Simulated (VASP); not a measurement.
Here is a VASP 6.6.1 calculation.

Contents of INCAR:

```
PREC     = Accurate       # precision mode
ENCUT    = 520            # plane-wave cutoff, eV
EDIFF    = 1E-7           # SCF threshold, eV
ISMEAR   = 0              # smearing method
SIGMA    = 0.01           # smearing width, eV
LREAL    = F              # projectors in reciprocal space
LASPH    = T              # aspherical terms in the spheres
NELM     = 100            # most SCF steps
ALGO     = Normal         # electronic algorithm
ISIF     = 2              # what is computed and relaxed
LWAVE    = F              # write WAVECAR
LCHARG   = F              # write CHGCAR
GGA      = PS             # functional
IBRION   = 2              # ionic algorithm
NSW      = 50             # ionic steps
EDIFFG   = -0.002         # ionic threshold
```

Contents of KPOINTS:

```
Automatic mesh
0
Gamma
  8 8 8
```

Contents of POSCAR:

```
NaHF2
1.0
    1.7303937192      0.9990432796      4.5544096630
   -1.7303937192      0.9990432796      4.5544096630
    0.0000000000     -1.9980865591      4.5544096630
Na H F
1 1 2
Direct
    0.0000000000      0.0000000000      0.0000000000
    0.5000000000      0.5000000000      0.5000000000
    0.4168324837      0.4168324837      0.4168324837
    0.5831675163      0.5831675163      0.5831675163
```

Potentials or basis: VASP PAW PBE potentials, release 64 (Na_pv, H, F).

The run is started by

```bash
$ cat potpaw_PBE.64/Na_pv/POTCAR potpaw_PBE.64/H/POTCAR potpaw_PBE.64/F/POTCAR > POTCAR
$ mpirun -np 1 vasp_std > vasp.out
```

(1) Predict the band gap on the k mesh.

(2) Estimate the energy gained by relaxing.

Answers

(1) 6.92 eV, indirect (least direct gap 7.09 eV).

(2) 0.3 meV/atom.
